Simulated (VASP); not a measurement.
Runs of VASP 6.6.1 on LaAl2N3. The structure is that of space group P4mm (No. 99), or close to it. The cells are those of the table. 

```csv
task,cell,k mesh,cutoff (eV),k mesh for the DOS,occupations for the DOS,gap on the mesh (eV),pressure (GPa),relaxed volume (Å³/atom),largest force (eV/Å)
single point,"a = 3.729, b = 3.729, c = 7.778 Å, 6 atoms",10 × 10 × 6,520,-,-,none,-0.1,-,0.01
relaxation of cell and atoms,"relaxed from a = 4.124, b = 4.124, c = 5.281 Å, 6 atoms",4 × 4 × 4,600,-,-,none,-0.1,15.57,0.04
single point,"a = 3.727, b = 3.727, c = 7.224 Å, 6 atoms",4 × 4 × 4,520,-,-,none,0.0,-,(b)
single point,"a = 3.728, b = 3.728, c = 7.402 Å, 6 atoms",6 × 6 × 4,520,-,-,none,0.0,-,0.01
single point,"a = 4.124, b = 4.124, c = 5.281 Å, 6 atoms",4 × 4 × 4,520,-,-,none,(a),-,38.53
relaxation of cell and atoms,"relaxed from a = 3.727, b = 3.727, c = 7.224 Å, 6 atoms",6 × 6 × 4,600,-,-,none,0.1,16.70,0.03
```

Alike in all rows: level PBE; potentials or basis VASP PAW PBE potentials, release 64 (La, Al, N); no spin polarisation; smearing gaussian 0.1 eV.

Problem. Estimate the missing entries.

Solution. (a) 28.5; (b) 0.02.

Caveats: some runs use coarse meshes; spin-orbit coupling is left out, which moves the levels of the heavy elements; forces of over 1 eV/Å act on the atoms, so gaps and moduli don't describe the material at rest (some runs).

A k mesh can miss the band edges, and the runs leave out spin-orbit coupling on La.

A gap of «none» marks levels without a gap at the run's occupations.
